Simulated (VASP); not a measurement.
# SiC (F-43m) in VASP: a series of runs

The runs below take SiC through relaxation of cell and atoms, single point, with r2SCAN, HSE06, r2SCANh.

Everything below comes from runs of VASP 6.6.1. Logs are shortened: lines on timing, memory, paths and dates and some standing lists are left out, and cuts for length are marked.

**1. The cell of the first run**

It takes space group F-43m (No. 216, cubic). The conventional cell has a = 4.380 Å, b = 4.380 Å, c = 4.380 Å, α = 90.00°, β = 90.00°, γ = 90.00°. Within 2.5 Å of Si (site symmetry -43m) lie 4 C at 1.90 Å. C (site symmetry -43m) has 4 Si at 1.90 Å within 2.5 Å.

**2. Relaxation of cell and atoms, r2SCAN**

Input file POSCAR:

```
SiC
1.0
    0.0000000000      2.1897788165      2.1897788165
    2.1897788165      0.0000000000      2.1897788165
    2.1897788165      2.1897788165      0.0000000000
Si C
1 1
Direct
    0.0000000000      0.0000000000      0.0000000000
    0.2500000000      0.2500000000      0.2500000000
```

Input file INCAR.step1:

```
PREC = Accurate
ENCUT = 600
ISMEAR = -1
SIGMA = 0.02
LREAL = False
LASPH = True
NELM = 80
GGA = PE
ALGO = Normal
EDIFF = 1E-4
LWAVE = True
LCHARG = False
```

Input file INCAR.step2:

```
PREC = Accurate
ENCUT = 600
EDIFF = 1E-6
ISMEAR = -1
SIGMA = 0.02
LREAL = False
LASPH = True
NELM = 80
ALGO = Normal
ISIF = 3
LWAVE = False
LCHARG = False
METAGGA = R2SCAN
LMIXTAU = True
IBRION = 2
NSW = 80
EDIFFG = -0.005
ISTART = 1
```

Input file KPOINTS:

```
regular mesh
0
Gamma
  10 10 10
```

Potentials or basis: VASP PAW PBE potentials, release 64 (Si, C).

The run is started by

```bash
$ cat potpaw_PBE.64/Si/POTCAR potpaw_PBE.64/C/POTCAR > POTCAR
$ cp INCAR.step1 INCAR
$ mpirun -np 1 vasp_std > vasp.out
$ cp INCAR.step2 INCAR
$ mpirun -np 1 vasp_std > vasp.out
```

OUTCAR:

```text
PREC = Accurate
   ENCUT = 600
   EDIFF = 1E-6
   ISMEAR = -1
   LREAL = False
   LASPH = True
   NELM = 80
   ISIF = 3
   METAGGA = R2SCAN
   IBRION = 2
   NSW = 80
   EDIFFG = -0.005
   ISTART = 1

 ion  position               nearest neighbor table
   1  0.000  0.000  0.000-   2 1.90   2 1.90   2 1.90   2 1.90
   2  0.250  0.250  0.250-   1 1.90   1 1.90   1 1.90   1 1.90

  LATTYP: Found a face centered cubic cell.
 ALAT       =     4.3795576330

  Lattice vectors:

 A1 = (   0.0000000000,   2.1897788165,   2.1897788165)
 A2 = (   2.1897788165,   0.0000000000,   2.1897788165)
 A3 = (   2.1897788165,   2.1897788165,   0.0000000000)

Analysis of symmetry for initial positions (statically):
=====================================================================
 Subroutine PRICEL returns:
 Original cell was already a primitive cell.

 Routine SETGRP: Setting up the symmetry group for a
 face centered cubic supercell.

 Subroutine GETGRP returns: Found 24 space group operations
 (whereof 24 operations were pure point group operations)
 out of a pool of 48 trial point group operations.

The static configuration has the point symmetry T_d .

Analysis of symmetry for dynamics (positions and initial velocities):
=====================================================================
 Subroutine PRICEL returns:
 Original cell was already a primitive cell.

 Routine SETGRP: Setting up the symmetry group for a
 face centered cubic supercell.

 Subroutine GETGRP returns: Found 24 space group operations
 (whereof 24 operations were pure point group operations)
 out of a pool of 48 trial point group operations.

The dynamic configuration has the point symmetry T_d .

 Subroutine INISYM returns: Found 24 space group operations
 (whereof 24 operations are pure point group operations),
 and found     1 'primitive' translations

----------------------------------------------------------------------------------------

                                     Primitive cell

  volume of cell :      21.0006

  direct lattice vectors                    reciprocal lattice vectors
     0.000000000  2.189778817  2.189778817    -0.228333563  0.228333563  0.228333563
     2.189778817  0.000000000  2.189778817     0.228333563 -0.228333563  0.228333563
     2.189778817  2.189778817  0.000000000     0.228333563  0.228333563 -0.228333563

  length of vectors
     3.096814901  3.096814901  3.096814901     0.395485333  0.395485333  0.395485333

  position of ions in fractional coordinates (direct lattice)
     0.000000000  0.000000000  0.000000000
     0.250000000  0.250000000  0.250000000

  ion indices of the primitive-cell ions
   primitive index   ion index
                 1           1
                 2           2

----------------------------------------------------------------------------------------

 KPOINTS: regular mesh

Automatic generation of k-mesh.
 Grid dimensions read from file:
 generate k-points for:   10   10   10

 Generating k-lattice:

  Cartesian coordinates                     Fractional coordinates (reciprocal lattice)
    -0.022833356  0.022833356  0.022833356     0.100000000  0.000000000  0.000000000
     0.022833356 -0.022833356  0.022833356     0.000000000  0.100000000  0.000000000
     0.022833356  0.022833356 -0.022833356     0.000000000  0.000000000  0.100000000

  Length of vectors
     0.039548533  0.039548533  0.039548533

  Shift w.r.t. Gamma in fractional coordinates (k-lattice)
     0.000000000  0.000000000  0.000000000

 Subroutine IBZKPT returns following result:
 ===========================================

 Found     47 irreducible k-points:

 Following reciprocal coordinates:
            Coordinates               Weight
  0.000000  0.000000  0.000000      1.000000
  0.100000  0.000000  0.000000      8.000000
  0.200000  0.000000  0.000000      8.000000
  0.300000  0.000000  0.000000      8.000000
  0.400000  0.000000  0.000000      8.000000
  0.500000  0.000000  0.000000      4.000000
[... 16 lines left out ...]
  0.300000  0.300000  0.000000      6.000000
  0.400000  0.300000  0.000000     24.000000
 [... further k-points ...]
   k-points           NKPTS =     47   k-points in BZ     NKDIM =     47   number of bands    NBANDS=      8
   number of dos      NEDOS =    301   number of ions     NIONS =      2
   total plane-waves  NPLWV =  21952
   dimension x,y,z NGX =    28 NGY =   28 NGZ =   28
   dimension x,y,z NGXF=    56 NGYF=   56 NGZF=   56
   ions per type =               1   1
   NGX,Y,Z   is equivalent  to a cutoff of  15.03, 15.03, 15.03 a.u.
   NGXF,Y,Z  is equivalent  to a cutoff of  30.06, 30.06, 30.06 a.u.
 SYSTEM =  unknown system
   PREC   = accura    normal or accurate (medium, high low for compatibility)
   ISTART =      1    job   : 0-new  1-cont  2-samecut
   ICHARG =      0    charge: 1-file 2-atom 10-const
   ISPIN  =      1    spin polarized calculation?
   LNONCOLLINEAR =      F non collinear calculations
   LSORBIT =      F    spin-orbit coupling
   LASPH  =      T    aspherical Exc in radial PAW
   ENCUT  =  600.0 eV  44.10 Ry    6.64 a.u.   6.19  6.19  6.19*2*pi/ulx,y,z
   NELM   =     80;   NELMIN=  2; NELMDL=  0     # of ELM steps
   EDIFF  = 0.1E-05   stopping-criterion for ELM
   LREAL  =      F    real-space projection
   EDIFFG = -.5E-02   stopping-criterion for IOM
   NSW    =     80    number of steps for IOM
   IBRION =      2    ionic relax: 0-MD 1-quasi-New 2-CG
   NFREE  =      1    steps in history (QN), initial steepest desc. (CG)
   ISIF   =      3    stress and relaxation
   ISYM   =      2    0-nonsym 1-usesym 2-fastsym
   POTIM  = 0.5000    time-step for ionic-motion
   TEBEG  =    0.0;   TEEND  =   0.0 temperature during run
   PSTRESS=    0.0 pullay stress
   NELECT =       8.0000    total number of electrons
   NUPDOWN=      -1.0000    fix difference up-down
   EMIN   =  10.00;   EMAX   =-10.00  energy-range for DOS
   EFERMI =   0.00;   METHOD = LEGACY
   ISMEAR =    -1;   SIGMA  =   0.02  broadening in eV -4-tet -1-fermi 0-gaus
   EFERMI_NEDOS =   21; number of points for ismear=-14 and -15
   IALGO  =     38    algorithm
   IMIX   =      4    mixing-type and parameters
     AMIX     =   0.40;   BMIX     =  1.00
     AMIX_MAG =   1.60;   BMIX_MAG =  1.00
  volume/ion in A,a.u.               =      10.50        70.86
  Fermi-wavevector in a.u.,A,eV,Ry     =   1.186755  2.242643 19.162290  1.408389
  Thomas-Fermi vector in A             =   2.322921
   LORBIT       =      0    0 simple, 1 ext, 2 COOP (PROOUT), +10 PAW based schemes
   METAGGA = R2SCAN    functional components
   LHFCALC =     F    Hartree Fock is set to
   AEXX    =    0.0000 exact exchange contribution
   IVDW    =     0    specifies the selected vdW correction
   LEPSILON=     F    determine dielectric tensor
   LRPA    =     F    only Hartree local field effects (RPA)
 conjugate gradient relaxation of ions
 non-spin polarized calculation
  energy-cutoff  :      600.00
  volume of cell :       21.00
 maximum number of plane-waves:       725
 NGX is ok and might be reduce to    28
   NGX = 13   NGY = 13   NGZ = 13

--------------------------------------- Ionic step        1  -------------------------------------------

 number of electron       8.0000000 magnetization

 Free energy of the ion-electron system (eV)
  ---------------------------------------------------
  ext. energy  EPLUGINS =         0.00000000
  ---------------------------------------------------
  free energy    TOTEN  =       -19.32496834 eV

  energy without entropy =      -19.32496834  energy(sigma->0) =      -19.32496834

------------------------ aborting loop because EDIFF is reached ----------------------------------------

  FORCE on cell =-STRESS in cart. coord.  units (eV):
  Direction    XX          YY          ZZ          XY          YZ          ZX
  --------------------------------------------------------------------------------------
  -------------------------------------------------------------------------------------
  Total       -0.5035279     -0.5035279     -0.5035279     -0.0000000      0.0000000      0.0000000
  in kB      -38.4152257    -38.4152257    -38.4152257     -0.0000000      0.0000000      0.0000000
  external PRESSURE =     -38.4152257 kB  Pullay stress =       0.0000000 kB
[... 57 lines left out ...]
  energy  without entropy=      -19.3240300968  energy(sigma->0) =      -19.32403010

--------------------------------------- Ionic step        3  -------------------------------------------

 number of electron       8.0000000 magnetization

 Free energy of the ion-electron system (eV)
  ---------------------------------------------------
  ext. energy  EPLUGINS =         0.00000000
  ---------------------------------------------------
  free energy    TOTEN  =       -19.32942357 eV

  energy without entropy =      -19.32942357  energy(sigma->0) =      -19.32942357

 E-fermi :   8.4163     XC(G=0): -11.9464

 val. band max:        8.0113702397   @ k =   0.0000   0.0000   0.0000
 cond. band min:       9.7356511321   @ k =   0.5000   0.5000   0.0000
 fundamental gap:      1.7242808925
 Fermi energy:         8.4162609013

 k-point     1 :       0.0000    0.0000    0.0000
  band No.  band energies     occupation
      1      -8.1892      2.00000
      2       8.0114      2.00000
      3       8.0114      2.00000
      4       8.0114      2.00000
      5      14.8797      0.00000
      6      15.8819      0.00000
      7      15.8819      0.00000
      8      15.8819      0.00000
[... 243 lines left out ...]
 k-point    24 :       0.4000    0.3000    0.0000
  band No.  band energies     occupation
      1      -4.9479      2.00000
      2       2.1729      2.00000
      3       4.7349      2.00000
      4       5.2616      2.00000
      5      11.3122      0.00000
      6      14.1858      0.00000
      7      20.5412      0.00000
      8      20.8422      0.00000

 [... further k-points ...]

------------------------ aborting loop because EDIFF is reached ----------------------------------------

  FORCE on cell =-STRESS in cart. coord.  units (eV):
  Direction    XX          YY          ZZ          XY          YZ          ZX
  --------------------------------------------------------------------------------------
  -------------------------------------------------------------------------------------
  Total       -0.0014089     -0.0014089     -0.0014089      0.0000000      0.0000000      0.0000000
  in kB       -0.1093863     -0.1093863     -0.1093863      0.0000000      0.0000000      0.0000000
  external PRESSURE =      -0.1093863 kB  Pullay stress =       0.0000000 kB
[... 17 lines left out ...]
  FREE ENERGIE OF THE ION-ELECTRON SYSTEM (eV)
  ---------------------------------------------------
  free  energy   TOTEN  =       -19.3294235682 eV

  energy  without entropy=      -19.3294235681  energy(sigma->0) =      -19.32942357

 reached required accuracy - stopping structural energy minimisation
```

It took 58 s on 1 thread of Intel Xeon 6975P-C (Granite Rapids), shared host; peak memory 0.16 GiB.

What came out:

```
Free energy                           : -19.3294 eV
Relaxed volume                        : 10.32 Å³/atom
Relaxed cell                          : a = 3.079 Å, b = 3.079 Å, c = 3.079 Å, α = 60.00°, β = 60.00°, γ = 60.00°
Space group after relaxing (to 0.1 Å) : F-43m (No. 216)
Energy gained by relaxing             : 2.2 meV/atom
Ionic steps                           : 3
Pressure after relaxing               : 0.0 GPa
Band gap on the k mesh                : 1.72 eV (least direct gap 5.06 eV)
```

The path:
```csv
step,energy change (eV),largest force (eV/Å),pressure (GPa),volume (Å³)
1,0.0000,0.0000,-3.84,21.00
2,0.0009,0.0000,4.51,20.24
3,-0.0045,0.0000,-0.01,20.64
```

Final structure:
```
CELL_PARAMETERS angstrom
0.00000 2.17703 2.17703
2.17703 0.00000 2.17703
2.17703 2.17703 0.00000
ATOMIC_POSITIONS crystal
Si 0.00000 0.00000 0.00000
C 0.25000 0.25000 0.25000
```

Levels at points of the mesh, in eV from the valence-band top:
```tsv
k point	band 1	band 2	band 3	band 4	band 5	band 6	band 7	band 8
(0.00, 0.00, 0.00)	-16.20	0.00	0.00	0.00	6.87	7.87	7.87	7.87
(0.50, 0.00, 0.00)	-12.57	-8.83	-1.11	-1.11	6.02	7.76	7.76	10.97
(0.50, 0.50, 0.00)	-11.10	-8.06	-3.34	-3.34	1.72	4.83	15.16	15.16
```

Caveat: the PAW data sets were made with another functional, which shifts forces and pressure a little.

(Continued in part 2 of 2.)
